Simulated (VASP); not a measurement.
# TePb (Fm-3m) in VASP: a series of runs, part 2 of 2

VASP 6.6.1. Earlier steps stand in the parts before.

**3. Single point, PBE+D4**

This run uses another cell than the first one, of 31.71 Å³/atom, 0.940 times its volume.

INCAR

```
SYSTEM = TePb
  PREC = Accurate
  ENCUT = 520
  EDIFF = 1E-7
  ISMEAR = -1
  SIGMA = 0.05
  LREAL = .False.
  LASPH = .True.
  NELM = 60
  ALGO = Normal
  ISIF = 2
  LWAVE = .False.
  LCHARG = .True.
  GGA = PE
  IVDW = 13
  LELF = .True.
  LVHAR = .True.
  NBANDS = 17
```

KPOINTS

```
Automatic mesh
0
Gamma
  7 7 7
  0 0 0
```

POSCAR

```
TePb
1.0
    0.0000000000      3.1650427173      3.1650427173
    3.1650427173      0.0000000000      3.1650427173
    3.1650427173      3.1650427173      0.0000000000
Pb Te
1 1
Direct
    0.0000000000      0.0000000000      0.0000000000
    0.5000000000      0.5000000000      0.5000000000
```

Potentials or basis: VASP PAW PBE potentials, release 64 (Pb_d, Te).

Run with:

```bash
$ cat potpaw_PBE.64/Pb_d/POTCAR potpaw_PBE.64/Te/POTCAR > POTCAR
$ mpirun -np 1 vasp_std > vasp.out
```

Wall time 76 s (1 thread of AMD EPYC 7R13, shared host); peak memory 0.18 GiB.

The run converged. Its results:

```yaml
Free_energy: -8.3373 eV
Pressure: 3.2 GPa
Dispersion_energy_per_atom: -0.464 eV
```

Levels at points of the mesh, in eV from the Fermi level:
```tsv
k point	band 7	band 8	band 9	band 10	band 11	band 12	band 13	band 14
(0.00, 0.00, 0.00)	-5.78	-1.95	-1.95	-1.95	3.79	3.79	3.79	5.29
```

Caveat: this odd mesh misses L, where the gap lies, so gap, dielectric constants and Born charges aren't listed; spin-orbit coupling is left out, which moves the levels of the heavy elements.

**4. Single point, PBE+D4**

This run uses another cell than the first one, of 32.38 Å³/atom, 0.960 times its volume.

INCAR

```
PREC = Accurate
ENCUT = 520
EDIFF = 1E-6
ISMEAR = -1
SIGMA = 0.05
LREAL = False
LASPH = True
NELM = 100
ALGO = Normal
ISIF = 2
LWAVE = False
LCHARG = False
GGA = PE
IVDW = 13
NBANDS = 17
```

KPOINTS

```
regular mesh
0
Gamma
  7 7 7
```

POSCAR

```
TePb
1.0
    0.0000000000      3.1873324849      3.1873324849
    3.1873324849      0.0000000000      3.1873324849
    3.1873324849      3.1873324849      0.0000000000
Pb Te
1 1
Direct
    0.0000000000      0.0000000000      0.0000000000
    0.5000000000      0.5000000000      0.5000000000
```

Potentials or basis: VASP PAW PBE potentials, release 64 (Pb_d, Te).

Run with:

```bash
$ cat potpaw_PBE.64/Pb_d/POTCAR potpaw_PBE.64/Te/POTCAR > POTCAR
$ mpirun -np 1 vasp_std > vasp.out
```

OUTCAR:

```text
PREC = Accurate
   ENCUT = 520
   EDIFF = 1E-6
   ISMEAR = -1
   LREAL = False
   LASPH = True
   NELM = 100
   ISIF = 2
   GGA = PE
   IVDW = 13

 ion  position               nearest neighbor table
   1  0.000  0.000  0.000-   2 3.19   2 3.19   2 3.19   2 3.19   2 3.19   2 3.19
   2  0.500  0.500  0.500-   1 3.19   1 3.19   1 3.19   1 3.19   1 3.19   1 3.19

  LATTYP: Found a face centered cubic cell.
 ALAT       =     6.3746649698

  Lattice vectors:

 A1 = (   0.0000000000,   3.1873324849,   3.1873324849)
 A2 = (   3.1873324849,   0.0000000000,   3.1873324849)
[... 579 lines left out ...]

  DFT-D4 for vdW energy calculation

  Edisp (eV):   -0.91019

  FORCE on cell =-STRESS in cart. coord.  units (eV):
  Direction    XX          YY          ZZ          XY          YZ          ZX
  --------------------------------------------------------------------------------------
  -------------------------------------------------------------------------------------
  Total       0.82899     0.82899     0.82899     0.00000     0.00000     0.00000
  in kB      20.50906    20.50906    20.50906     0.00000     0.00000     0.00000
  external pressure =       20.51 kB  Pullay stress =        0.00 kB

 VOLUME and BASIS-vectors are now :
 -----------------------------------------------------------------------------
  energy-cutoff  :      520.00
  volume of cell :       64.76
      direct lattice vectors                 reciprocal lattice vectors
     0.000000000  3.187332485  3.187332485    -0.156870989  0.156870989  0.156870989
     3.187332485  0.000000000  3.187332485     0.156870989 -0.156870989  0.156870989
     3.187332485  3.187332485  0.000000000     0.156870989  0.156870989 -0.156870989

 POSITION                                       TOTAL-FORCE (eV/Angst)
 -----------------------------------------------------------------------------------
      0.00000      0.00000      0.00000        -0.000000      0.000000      0.000000
      3.18733      3.18733      3.18733         0.000000     -0.000000      0.000000
 -----------------------------------------------------------------------------------
    total drift:                               -0.000000      0.000000      0.000000

  FREE ENERGIE OF THE ION-ELECTRON SYSTEM (eV)
  ---------------------------------------------------
  free  energy   TOTEN  =        -8.3599163718 eV

  energy  without entropy=       -8.3599122520  energy(sigma->0) =       -8.35991431
```

OSZICAR:

```text
N       E                     dE             d eps       ncg     rms          rms(c)
DAV:   1     0.149495702835E+03    0.14950E+03   -0.90764E+03   680   0.114E+03
DAV:   2     0.293482382912E+01   -0.14656E+03   -0.14219E+03   706   0.293E+02
DAV:   3    -0.727694247957E+01   -0.10212E+02   -0.10108E+02   900   0.840E+01
DAV:   4    -0.754259834169E+01   -0.26566E+00   -0.26549E+00   814   0.147E+01
DAV:   5    -0.755373661839E+01   -0.11138E-01   -0.11138E-01   987   0.290E+00    0.368E+00
DAV:   6    -0.745110091102E+01    0.10264E+00   -0.22231E-01   992   0.343E+00    0.232E+00
DAV:   7    -0.744836289894E+01    0.27380E-02   -0.80949E-02   856   0.144E+00    0.923E-01
DAV:   8    -0.744968350692E+01   -0.13206E-02   -0.92084E-03   821   0.952E-01    0.164E-01
DAV:   9    -0.744970747462E+01   -0.23968E-04   -0.97424E-04  1032   0.335E-01    0.552E-02
DAV:  10    -0.744972003445E+01   -0.12560E-04   -0.13591E-04   843   0.941E-02    0.202E-02
DAV:  11    -0.744972712156E+01   -0.70871E-05   -0.33725E-05   896   0.459E-02    0.204E-02
DAV:  12    -0.744972709892E+01    0.22638E-07   -0.14399E-06   738   0.824E-03
   1 F= -.83599164E+01 E0= -.83599143E+01  d E =-.411975E-05
```

stdout:

```text
POSCAR found type information on POSCAR PbTe
 POSCAR found :  2 types and       2 ions
 scaLAPACK will be used
 LDA part: xc-table for (Slater+PW92), standard interpolation
 POSCAR, INCAR and KPOINTS ok, starting setup
 FFT: planning ... GRIDC
 FFT: planning ... GRID_SOFT
 FFT: planning ... GRID
 WAVECAR not read
 entering main loop
```

Wall time 61 s (1 thread of AMD EPYC 7R13, shared host); peak memory 0.18 GiB.

What came out:

```yaml
Free_energy: -8.3599 eV
Pressure: 2.1 GPa
Dispersion_energy_per_atom: -0.455 eV
```

Levels at points of the mesh, in eV from the Fermi level:
```tsv
k point	band 7	band 8	band 9	band 10	band 11	band 12	band 13	band 14
(0.00, 0.00, 0.00)	-5.86	-1.88	-1.88	-1.88	3.75	3.75	3.75	5.33
```

Caveat: this odd mesh misses L, where the gap lies, so gap, dielectric constants and Born charges aren't listed; spin-orbit coupling is left out, which moves the levels of the heavy elements.

**5. Single point, PBEsol+D3(BJ)**

This run uses another cell than the first one, of 31.99 Å³/atom, 0.948 times its volume.

INCAR

```
  PREC = Accurate
  ENCUT = 520
  EDIFF = 1E-6
  ISMEAR = -1
  SIGMA = 0.05
  LREAL = F
  LASPH = T
  NELM = 60
  ALGO = Normal
  ISIF = 2
  LWAVE = F
  LCHARG = F
  GGA = PS
  IVDW = 12
  NBANDS = 17
```

KPOINTS is that of step 4.

POSCAR

```
TePb
1.0
    0.0000000000      3.1745270239      3.1745270239
    3.1745270239      0.0000000000      3.1745270239
    3.1745270239      3.1745270239      0.0000000000
Pb Te
1 1
Direct
    0.0000000000      0.0000000000      0.0000000000
    0.5000000000      0.5000000000      0.5000000000
```

Run with:

```bash
$ cat potpaw_PBE.64/Pb_d/POTCAR potpaw_PBE.64/Te/POTCAR > POTCAR
$ mpirun -np 1 vasp_std > vasp.out
```

It took 59 s on 1 thread of AMD EPYC 7R13, shared host; peak memory 0.18 GiB.

It converged, with:

* Free energy: -9.0935 eV
* Pressure: 0.0 GPa
* Dispersion energy per atom: -0.426 eV

Levels at points of the mesh, in eV from the Fermi level:
```tsv
k point	band 7	band 8	band 9	band 10	band 11	band 12	band 13	band 14
(0.00, 0.00, 0.00)	-5.80	-1.87	-1.87	-1.87	3.78	3.78	3.78	5.31
```

Caveat: this odd mesh misses L, where the gap lies, so gap, dielectric constants and Born charges aren't listed; the PAW data sets were made with another functional, which shifts forces and pressure a little; spin-orbit coupling is left out, which moves the levels of the heavy elements.

**6. Single point, revPBE**

This run uses another cell than the first one, of 31.71 Å³/atom, 0.940 times its volume.

INCAR

```
SYSTEM = TePb
PREC = Accurate
ENCUT = 520
EDIFF = 1E-6
ISMEAR = -1
SIGMA = 0.05
LREAL = .FALSE.
LASPH = .TRUE.
NELM = 60
ALGO = Normal
ISIF = 2
LWAVE = .FALSE.
LCHARG = .FALSE.
GGA = RE
NBANDS = 17
```

KPOINTS

```
Automatic mesh
0
G
  7 7 7
  0 0 0
```

POSCAR

```
TePb
1.0
    0.0000000000      3.1650427173      3.1650427173
    3.1650427173      0.0000000000      3.1650427173
    3.1650427173      3.1650427173      0.0000000000
Pb Te
1 1
Direct
    0.0000000000      0.0000000000      0.0000000000
    0.5000000000      0.5000000000      0.5000000000
```

Potentials or basis: VASP PAW PBE potentials, release 64 (Pb_d, Te).

Run with:

```bash
$ cat potpaw_PBE.64/Pb_d/POTCAR potpaw_PBE.64/Te/POTCAR > POTCAR
$ mpirun -np 1 vasp_std > vasp.out
```

OUTCAR:

```text
SYSTEM = TePb
   PREC = Accurate
   ENCUT = 520
   EDIFF = 1E-6
   ISMEAR = -1
   LREAL = .FALSE.
   LASPH = .TRUE.
   NELM = 60
   ISIF = 2
   GGA = RE

 ion  position               nearest neighbor table
   1  0.000  0.000  0.000-   2 3.17   2 3.17   2 3.17   2 3.17   2 3.17   2 3.17
   2  0.500  0.500  0.500-   1 3.17   1 3.17   1 3.17   1 3.17   1 3.17   1 3.17

  LATTYP: Found a face centered cubic cell.
 ALAT       =     6.3300854346

  Lattice vectors:

 A1 = (   0.0000000000,   3.1650427173,   3.1650427173)
 A2 = (   3.1650427173,   0.0000000000,   3.1650427173)
 A3 = (   3.1650427173,   3.1650427173,   0.0000000000)

Analysis of symmetry for initial positions (statically):
=====================================================================
 Subroutine PRICEL returns:
 Original cell was already a primitive cell.

 Routine SETGRP: Setting up the symmetry group for a
 face centered cubic supercell.

 Subroutine GETGRP returns: Found 48 space group operations
[... 9 lines left out ...]

[... 146 lines left out ...]
  free energy    TOTEN  =        -6.75640052 eV

  energy without entropy =       -6.75639641  energy(sigma->0) =       -6.75639846

 E-fermi :   6.9138     XC(G=0):  -9.4979

 val. band max:        6.4393992171   @ k =   0.4286   0.0000   0.0000
 cond. band min:       7.3838275846   @ k =   0.4286   0.0000   0.0000
 fundamental gap:      0.9444283675
 Fermi energy:         6.9138078899

 k-point     1 :       0.0000    0.0000    0.0000
  band No.  band energies     occupation
      1     -10.3466      2.00000
      2     -10.3466      2.00000
      3     -10.3347      2.00000
      4     -10.3347      2.00000
      5     -10.3347      2.00000
      6      -6.0092      2.00000
[... 377 lines left out ...]
      4     -10.3203      2.00000
      5     -10.3036      2.00000
      6      -3.9556      2.00000
[... 9 lines left out ...]
     16      16.8632      0.00000
     17      17.4756      0.00000

------------------------ aborting loop because EDIFF is reached ----------------------------------------

  FORCE on cell =-STRESS in cart. coord.  units (eV):
  Direction    XX          YY          ZZ          XY          YZ          ZX
  --------------------------------------------------------------------------------------
  -------------------------------------------------------------------------------------
  Total        2.6098936      2.6098936      2.6098936      0.0000000      0.0000000      0.0000000
  in kB       65.9423879     65.9423879     65.9423879      0.0000000      0.0000000      0.0000000
  external PRESSURE =      65.9423879 kB  Pullay stress =       0.0000000 kB

 VOLUME and BASIS-vectors are now :
 -----------------------------------------------------------------------------
  energy-cutoff  :      520.00
  volume of cell :       63.41
      direct lattice vectors                 reciprocal lattice vectors
     0.000000000  3.165042717  3.165042717    -0.157975751  0.157975751  0.157975751
     3.165042717  0.000000000  3.165042717     0.157975751 -0.157975751  0.157975751
     3.165042717  3.165042717  0.000000000     0.157975751  0.157975751 -0.157975751

 POSITION                                       TOTAL-FORCE (eV/Angst)
 -----------------------------------------------------------------------------------
      0.00000      0.00000      0.00000         0.000000      0.000000      0.000000
      3.16504      3.16504      3.16504        -0.000000     -0.000000     -0.000000
 -----------------------------------------------------------------------------------
    total drift:                               -0.000000      0.000000      0.000000

  FREE ENERGIE OF THE ION-ELECTRON SYSTEM (eV)
  ---------------------------------------------------
  free  energy   TOTEN  =        -6.7564005180 eV

  energy  without entropy=       -6.7563964089  energy(sigma->0) =       -6.75639846
```

It took 58 s on 1 thread of AMD EPYC 7R13, shared host; peak memory 0.18 GiB.

What came out:

- Free energy: -6.7564 eV
- Pressure: 6.6 GPa

Caveat: this odd mesh misses L, where the gap lies, so gap, dielectric constants and Born charges aren't listed; the PAW data sets were made with another functional, which shifts forces and pressure a little; spin-orbit coupling is left out, which moves the levels of the heavy elements.

**7. The runs side by side**

```csv
level,spin,cell,smearing,pressure (GPa)
PBE+D4,"non-collinear, zero start, SOC","a = 4.569 Å, angles 60.0°, 2 atoms",gaussian 0.001 eV,0.0
PBE+D4,off,"a = 4.476 Å, angles 60.0°, 2 atoms",fermi-dirac 0.05 eV,3.2
PBE+D4,off,"a = 4.508 Å, angles 60.0°, 2 atoms",fermi-dirac 0.05 eV,2.1
PBEsol+D3(BJ),off,"a = 4.489 Å, angles 60.0°, 2 atoms",fermi-dirac 0.05 eV,0.0
revPBE,off,"a = 4.476 Å, angles 60.0°, 2 atoms",fermi-dirac 0.05 eV,6.6
```

Alike in all rows: task single point; potentials or basis VASP PAW PBE potentials, release 64 (Pb_d, Te); k mesh 7 × 7 × 7; cutoff (eV) 520.

Caveats: spin-orbit coupling is left out, which moves the levels of the heavy elements (some runs); the PAW data sets were made with another functional, which shifts forces and pressure a little (some runs).

Total energies depend on the potentials used, so only differences within one code and one set of settings carry meaning.
